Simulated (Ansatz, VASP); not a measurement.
## One calculation of Si16Ge, two programs

```xyz
17
Lattice="0.0000 5.4300 5.4300 5.4300 0.0000 5.4300 5.4300 5.4300 0.0000" Properties=species:S:1:pos:R:3 pbc="T T T"
Si    0.0285   -0.0447   -0.0504
Si    1.3947    1.3604    1.3558
Si    2.7126    2.7248   -0.0078
Si    4.0795    4.0202    1.3590
Si    2.7141   -0.0028    2.7193
Si    4.0802    1.3626    4.0153
Si    5.4509    2.7283    2.7245
Si    6.8001    4.0768    4.0710
Si    0.0273    2.7632    2.7632
Si    1.3563    4.0724    4.0727
Si    2.6945    5.3800    2.7695
Si    4.0789    6.7876    4.1286
Si    2.6966    2.7677    5.3763
Si    4.0798    4.1286    6.7840
Si    5.4502    5.4228    5.4195
Si    6.7607    6.7901    6.7871
Ge    9.4993    6.7866    6.7874
```

Alike in both runs: functional PBEsol; k mesh 2 × 2 × 2; occupations gaussian, width 0.02 eV; no spin polarisation.

Ansatz relaxed the structure, and its values are those at the end. VASP's run is a single point on that final structure, the one shown.

|  | VASP | Ansatz |
| --- | --- | --- |
| version | VASP 6.6.1 | Ansatz 0.2.0 |
| potentials or method | VASP PAW PBE potentials, release 64 (Si, Ge_d), cutoff 520 eV | scalar-relativistic, plane waves, PAW |
| valence electrons in the cell | 78 | 78 |

|  | VASP | Ansatz | Ansatz less VASP |
| --- | --- | --- | --- |
| rms of the force components (eV/Å) | 0.009 | 0.009 | -0.0003 |

VASP's potentials were made for PBE, not for PBEsol, and Ansatz warns of the same on its side. With one functional, cell and mesh, what is left measures potentials, basis and numerics.

The k mesh is coarse, so the values compare programs but aren't converged.
